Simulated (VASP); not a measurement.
The system is Sr2TlO2.

```
Sr Tl O
1.0
     4.50865    0.00000    0.00000
    -2.25432    3.90460    0.00000
     0.00000    0.00000    7.22879
Sr Tl O
2 1 2
Direct
  0.33333 0.66667 0.36944
  0.66667 0.33333 0.63056
  0.00000 0.00000 0.00000
  0.33333 0.66667 0.76793
  0.66667 0.33333 0.23207
```

```yaml
Program: VASP 6.6.1
Task: relaxation of cell and atoms
Functional: PBE
Potentials_or_basis: VASP PAW PBE potentials, release 64 (Sr_sv, Tl_d, O)
Cutoff: 600 eV
k_mesh: 6 × 6 × 4
Occupations: gaussian, width 0.1 eV
Spin: no spin polarisation
```

At the start: pressure -5.5 GPa; volume 25.45 Å³/atom.

Task: How do energy, volume and symmetry change on relaxing?

Result: Over 16 steps the energy falls by 721.3 meV/atom and the volume is 26.64 Å³/atom (+4.7 %); space group P-3m1 (No. 164, to 0.1 Å) before and after.

The path:
```
step  energy change (eV)  largest force (eV/Å)  pressure (GPa)  volume (Å³)
   1              0.0000                2.2006           -5.51       127.26
   2             -1.0418                1.6487           -1.17       111.81
   3             -1.2879                1.1482            5.68       100.68
   4             -1.8733                1.2378            3.43       106.11
   5             -2.2302                0.9213           -0.08       113.93
   6             -2.5494                1.1894           -0.86       116.88
   7             -2.7849                1.7679           -1.71       121.10
   8             -3.1516                1.3263            0.94       117.57
   9             -3.2336                0.9744            3.36       115.19
  10             -3.5262                0.4191            0.91       123.71
  11             -3.5909                0.1731           -0.16       130.20
  12             -3.5911                0.1749           -0.20       130.51
  13             -3.5983                0.1294            0.12       130.67
  14             -3.6012                0.1431            0.49       130.83
  15             -3.6061                0.0502            0.11       132.45
  16             -3.6066                0.0270           -0.07       133.21
```

Final structure:
```yaml
crystal:
  lattice:
    - [4.14208, 0.00000, 0.00000]
    - [-2.07104, 3.58715, 0.00000]
    - [0.00000, 0.00000, 8.96532]
  atoms:
    - { symbol: Sr, position: [0.33333, 0.66667, 0.35205] }
    - { symbol: Sr, position: [0.66667, 0.33333, 0.64795] }
    - { symbol: Tl, position: [0.00000, 0.00000, 0.00000] }
    - { symbol: O, position: [0.33333, 0.66667, 0.63162] }
    - { symbol: O, position: [0.66667, 0.33333, 0.36838] }
```

Caveat: a cell axis changed by over 15 % at a fixed basis, so the end point is rough; an odd number of electrons without spin polarisation forces a metal; a magnetic or distorted state may lie lower.
